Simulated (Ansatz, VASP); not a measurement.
C in VASP and in Ansatz

```
C
1.0
    -2.51134    0.00000    0.00000
    -1.25567   -2.17488    0.00000
    -0.31404   -0.18131   10.33600
C
10
Cartesian
  1.0042 0.5798 9.0352
  -2.7628 -1.5951 7.4961
  -0.2515 -0.1452 1.3001
  -2.7628 -1.5951 4.8953
  -0.2515 -0.1452 2.8404
  -2.7628 -1.5951 3.3550
  -0.2515 -0.1452 9.5531
  -1.5072 -0.8702 6.9783
  -1.5072 -0.8702 0.7824
  -1.5072 -0.8702 5.4130
```

Alike in both runs: task single point; functional r2SCAN; k mesh 10 × 10 × 3; occupations gaussian, width 0.05 eV; no spin polarisation.

|  | VASP | Ansatz |
| --- | --- | --- |
| version | VASP 6.6.1 | Ansatz 0.2.0 |
| potentials or method | VASP PAW PBE potentials, release 64 (C), cutoff 520 eV | scalar-relativistic, plane waves, PAW |
| valence electrons in the cell | 40 | 40 |

Ansatz gave:

| Quantity | Value |
| --- | --- |
| gap on the k mesh at the Fermi level (eV) | none |
| pressure (GPa) | 4.9 |
| traceless stress, the component that is largest in VASP (GPa) | 20.92 |
| rms of the force components (eV/Å) | 1.036 |

**Question.** Estimate VASP's values.

**Answer.** gap on the k mesh at the Fermi level (eV): none; pressure (GPa): 6.1; traceless stress, the component that is largest in VASP (GPa): 20.80; rms of the force components (eV/Å): 1.025.

VASP's potentials were made for PBE, not for r2SCAN. Atom by atom the forces differ by 0.012 eV/Å (rms over components). A gap of «none» marks a metal or a gap that the smearing closes.
